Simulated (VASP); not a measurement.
# Al2O3 (P-3m1) in VASP: further runs, part 2 of 2

VASP 6.6.1. The steps go on from the part before.

## Step 4: Single point, r2SCAN (strain -0.080 along x and y, +0.000 along z)

The input, POSCAR:

```
Al2O3
1.0
    2.7760839405      0.0000000000      0.0000000000
   -1.3880419702      2.4041592155      0.0000000000
    0.0000000000      0.0000000000      7.5746360022
Al O
2 3
Direct
    0.0000000000      0.0000000000      0.2779510000
    0.0000000000      0.0000000000      0.7220490000
    0.3333333333      0.6666666667      0.1994540000
    0.6666666667      0.3333333333      0.8005460000
    0.0000000000      0.0000000000      0.5000000000
```

The input, INCAR.step1:

```
ALGO = Normal
EDIFF = 1E-4
ENCUT = 520
GGA = PE
ISMEAR = 0
LASPH = True
LCHARG = False
LREAL = False
LWAVE = True
NBANDS = 20
NELM = 100
PREC = Accurate
SIGMA = 0.05
```

The input, INCAR.step2:

```
ALGO = Normal
EDIFF = 1E-6
ENCUT = 520
ISIF = 2
ISMEAR = 0
ISTART = 1
LASPH = True
LCHARG = False
LMIXTAU = True
LREAL = False
LWAVE = False
METAGGA = R2SCAN
NBANDS = 20
NELM = 100
PREC = Accurate
SIGMA = 0.05
```

The input, KPOINTS:

```
k-points
0
Gamma
  12 12 4
```

Potentials or basis: VASP PAW PBE potentials, release 64 (Al, O).

Launch:

```sh
$ cat potpaw_PBE.64/Al/POTCAR potpaw_PBE.64/O/POTCAR > POTCAR
$ cp INCAR.step1 INCAR
$ mpirun -np 1 vasp_std > vasp.out
$ cp INCAR.step2 INCAR
$ mpirun -np 1 vasp_std > vasp.out
```

OUTCAR:

```text
EDIFF = 1E-6
   ENCUT = 520
   ISIF = 2
   ISMEAR = 0
   ISTART = 1
   LASPH = True
   LREAL = False
   METAGGA = R2SCAN
   NELM = 100
   PREC = Accurate

 ion  position               nearest neighbor table
   1  0.000  0.000  0.278-   5 1.68   3 1.71   3 1.71   3 1.71   2 3.36
   2  0.000  0.000  0.722-   5 1.68   4 1.71   4 1.71   4 1.71   1 3.36
   3  0.333  0.667  0.199-   1 1.71   1 1.71   1 1.71
   4  0.667  0.333  0.801-   2 1.71   2 1.71   2 1.71
   5  0.000  0.000  0.500-   1 1.68   2 1.68

  LATTYP: Found a hexagonal cell.
 ALAT       =     2.7760839405
 C/A-ratio  =     2.7285327694

  Lattice vectors:

 A1 = (   2.7760839405,   0.0000000000,   0.0000000000)
 A2 = (  -1.3880419702,   2.4041592155,   0.0000000000)
 A3 = (   0.0000000000,   0.0000000000,   7.5746360022)

Analysis of symmetry for initial positions (statically):
=====================================================================
 Subroutine PRICEL returns:
 Original cell was already a primitive cell.

 Routine SETGRP: Setting up the symmetry group for a
 hexagonal supercell.

 Subroutine GETGRP returns: Found 12 space group operations
 (whereof 12 operations were pure point group operations)
 out of a pool of 24 trial point group operations.

The static configuration has the point symmetry D_3d.

Analysis of symmetry for dynamics (positions and initial velocities):
=====================================================================
 Subroutine PRICEL returns:
 Original cell was already a primitive cell.

 Routine SETGRP: Setting up the symmetry group for a
 hexagonal supercell.

 Subroutine GETGRP returns: Found 12 space group operations
 (whereof 12 operations were pure point group operations)
 out of a pool of 24 trial point group operations.

The dynamic configuration has the point symmetry D_3d.

 Subroutine INISYM returns: Found 12 space group operations
 (whereof 12 operations are pure point group operations),
 and found     1 'primitive' translations

----------------------------------------------------------------------------------------

                                     Primitive cell

  volume of cell :      50.5542

  direct lattice vectors                    reciprocal lattice vectors
     2.776083940  0.000000000  0.000000000     0.360219655  0.207972915  0.000000000
    -1.388041970  2.404159216  0.000000000     0.000000000  0.415945830  0.000000000
     0.000000000  0.000000000  7.574636002     0.000000000  0.000000000  0.132019545

  length of vectors
     2.776083940  2.776083940  7.574636002     0.415945830  0.415945830  0.132019545

  position of ions in fractional coordinates (direct lattice)
     0.000000000  0.000000000  0.277951000
     0.000000000  0.000000000  0.722049000
     0.333333333  0.666666667  0.199454000
     0.666666667  0.333333333  0.800546000
     0.000000000  0.000000000  0.500000000

  ion indices of the primitive-cell ions
   primitive index   ion index
                 1           1
                 2           2
                 3           3
                 4           4
                 5           5

----------------------------------------------------------------------------------------

 KPOINTS: k-points
[... 25 lines left out ...]
  0.000000  0.000000  0.000000      1.000000
  0.083333  0.000000  0.000000      6.000000
  0.166667  0.000000  0.000000      6.000000
  0.250000  0.000000  0.000000      6.000000
  0.333333  0.000000  0.000000      6.000000
  0.416667  0.000000  0.000000      6.000000
[... 16 lines left out ...]
  0.166667  0.000000  0.250000      6.000000
  0.000000  0.166667  0.250000      6.000000
 [... further k-points ...]
   k-points           NKPTS =     69   k-points in BZ     NKDIM =     69   number of bands    NBANDS=     20
   number of dos      NEDOS =    301   number of ions     NIONS =      5
   total plane-waves  NPLWV =  32256
   dimension x,y,z NGX =    24 NGY =   24 NGZ =   56
   dimension x,y,z NGXF=    48 NGYF=   48 NGZF=  112
   ions per type =               2   3
   NGX,Y,Z   is equivalent  to a cutoff of  14.37, 14.37, 12.29 a.u.
   NGXF,Y,Z  is equivalent  to a cutoff of  28.74, 28.74, 24.58 a.u.
 SYSTEM =  unknown system
   PREC   = accura    normal or accurate (medium, high low for compatibility)
   ISTART =      1    job   : 0-new  1-cont  2-samecut
   ICHARG =      0    charge: 1-file 2-atom 10-const
   ISPIN  =      1    spin polarized calculation?
   LNONCOLLINEAR =      F non collinear calculations
   LSORBIT =      F    spin-orbit coupling
   LASPH  =      T    aspherical Exc in radial PAW
   ENCUT  =  520.0 eV  38.22 Ry    6.18 a.u.   5.16  5.16 14.08*2*pi/ulx,y,z
   NELM   =    100;   NELMIN=  2; NELMDL=  0     # of ELM steps
   EDIFF  = 0.1E-05   stopping-criterion for ELM
   LREAL  =      F    real-space projection
   EDIFFG = 0.1E-04   stopping-criterion for IOM
   NSW    =      0    number of steps for IOM
   IBRION =     -1    ionic relax: 0-MD 1-quasi-New 2-CG
   NFREE  =      0    steps in history (QN), initial steepest desc. (CG)
   ISIF   =      2    stress and relaxation
   ISYM   =      2    0-nonsym 1-usesym 2-fastsym
   POTIM  = 0.5000    time-step for ionic-motion
   TEBEG  =    0.0;   TEEND  =   0.0 temperature during run
   PSTRESS=    0.0 pullay stress
   NELECT =      24.0000    total number of electrons
   NUPDOWN=      -1.0000    fix difference up-down
   EMIN   =  10.00;   EMAX   =-10.00  energy-range for DOS
   EFERMI =   0.00;   METHOD = LEGACY
   ISMEAR =     0;   SIGMA  =   0.05  broadening in eV -4-tet -1-fermi 0-gaus
   EFERMI_NEDOS =   21; number of points for ismear=-14 and -15
   IALGO  =     38    algorithm
   IMIX   =      4    mixing-type and parameters
     AMIX     =   0.40;   BMIX     =  1.00
     AMIX_MAG =   1.60;   BMIX_MAG =  1.00
  volume/ion in A,a.u.               =      10.11        68.23
  Fermi-wavevector in a.u.,A,eV,Ry     =   1.277103  2.413375 22.191007  1.630993
  Thomas-Fermi vector in A             =   2.409722
   LORBIT       =      0    0 simple, 1 ext, 2 COOP (PROOUT), +10 PAW based schemes
   METAGGA = R2SCAN    functional components
   LHFCALC =     F    Hartree Fock is set to
   AEXX    =    0.0000 exact exchange contribution
   IVDW    =     0    specifies the selected vdW correction
   LEPSILON=     F    determine dielectric tensor
   LRPA    =     F    only Hartree local field effects (RPA)
 non-spin polarized calculation
 Gauss-broadening in eV      SIGMA  =   0.05
  energy-cutoff  :      520.00
  volume of cell :       50.55
 maximum number of plane-waves:      1373
 NGX is ok and might be reduce to    24
   NGX = 11   NGY = 11   NGZ = 29

 number of electron      24.0000005 magnetization

 Free energy of the ion-electron system (eV)
  ---------------------------------------------------
  ext. energy  EPLUGINS =         0.00000000
  ---------------------------------------------------
  free energy    TOTEN  =       -45.63677020 eV

  energy without entropy =      -45.63677020  energy(sigma->0) =      -45.63677020

 E-fermi :   6.2826     XC(G=0): -10.9130

 val. band max:        5.9640047698   @ k =   0.0000   0.0000   0.0000
 cond. band min:       9.1513369448   @ k =   0.0000   0.0000   0.0000
 fundamental gap:      3.1873321750
 Fermi energy:         6.2825742192

 k-point     1 :       0.0000    0.0000    0.0000
  band No.  band energies     occupation
      1     -17.1664      2.00000
      2     -17.0099      2.00000
      3     -12.9055      2.00000
      4      -1.6559      2.00000
      5      -0.8487      2.00000
      6       0.5682      2.00000
[... 541 lines left out ...]
     19      19.6040      0.00000
     20      20.9639      0.00000

 [... further k-points ...]

------------------------ aborting loop because EDIFF is reached ----------------------------------------

  FORCE on cell =-STRESS in cart. coord.  units (eV):
  Direction    XX          YY          ZZ          XY          YZ          ZX
  --------------------------------------------------------------------------------------
  -------------------------------------------------------------------------------------
  Total       14.7476729     14.7476729     -0.5476780      0.0000000      0.0000000     -0.0000000
  in kB      467.3868515    467.3868515    -17.3571449      0.0000000      0.0000000     -0.0000000
  external PRESSURE =     305.8055194 kB  Pullay stress =       0.0000000 kB

 VOLUME and BASIS-vectors are now :
 -----------------------------------------------------------------------------
  energy-cutoff  :      520.00
  volume of cell :       50.55
      direct lattice vectors                 reciprocal lattice vectors
     2.776083940  0.000000000  0.000000000     0.360219655  0.207972915  0.000000000
    -1.388041970  2.404159216  0.000000000     0.000000000  0.415945830  0.000000000
     0.000000000  0.000000000  7.574636002     0.000000000  0.000000000  0.132019545

 POSITION                                       TOTAL-FORCE (eV/Angst)
 -----------------------------------------------------------------------------------
      0.00000      0.00000      2.10538        -0.000000     -0.000000      2.288396
      0.00000      0.00000      5.46926         0.000000      0.000000     -2.288396
     -0.00000      1.60277      1.51079         0.000000      0.000000     -1.541521
      1.38804      0.80139      6.06384         0.000000      0.000000      1.541521
      0.00000      0.00000      3.78732         0.000000      0.000000      0.000000
 -----------------------------------------------------------------------------------
    total drift:                                0.000000      0.000000     -0.000000

  FREE ENERGIE OF THE ION-ELECTRON SYSTEM (eV)
  ---------------------------------------------------
  free  energy   TOTEN  =       -45.6367701959 eV

  energy  without entropy=      -45.6367701959  energy(sigma->0) =      -45.63677020
```

Wall time 2.7 min (1 thread of Intel Xeon Platinum 8375C at 2.90GHz (Ice Lake), shared host); peak memory 0.21 GiB.

What came out:

| Property | Result |
| --- | --- |
| Free energy | -45.6368 eV |
| Pressure | 30.6 GPa |
| Largest force | 2.288 eV/Å |
| Band gap on the k mesh | 3.19 eV |

Forces in eV/Å, atoms in the order of the input:
```
Al   0.000  0.000  2.288
Al   0.000  0.000 -2.288
O    0.000  0.000 -1.542
O    0.000  0.000  1.542
O    0.000  0.000  0.000
```

Stress tensor (GPa, compression positive):
```
46.74  0.00  0.00
 0.00 46.74  0.00
 0.00  0.00 -1.74
```

Caveat: the cell differs from its parent crystal (strain -0.080 along x and y, +0.000 along z); the cell stands under pressure; the PAW data sets were made with another functional, which shifts forces and pressure a little. A k mesh can miss the band edges.

## Step 5: Overview

| cell | gap on the mesh (eV) | pressure (GPa) | largest force (eV/Å) |
| --- | --- | --- | --- |
| a = 2.776, b = 2.776, c = 6.969 Å, angles 90.0, 90.0, 120.0°, 5 atoms | 4.95 | 60.6 | 3.09 |
| a = 2.776, b = 2.776, c = 7.272 Å, angles 90.0, 90.0, 120.0°, 5 atoms | 4.06 | 43.5 | 2.00 |
| a = 2.776, b = 2.776, c = 7.575 Å, angles 90.0, 90.0, 120.0°, 5 atoms | 3.19 | 30.6 | 2.29 |

Alike in all rows: task single point; level r2SCAN; potentials or basis VASP PAW PBE potentials, release 64 (Al, O); no spin polarisation; k mesh 12 × 12 × 4; cutoff (eV) 520; smearing gaussian 0.05 eV.

Caveats: the cell stands under pressure; the PAW data sets were made with another functional, which shifts forces and pressure a little.

Absolute energies hang on the potentials; compare differences alone.
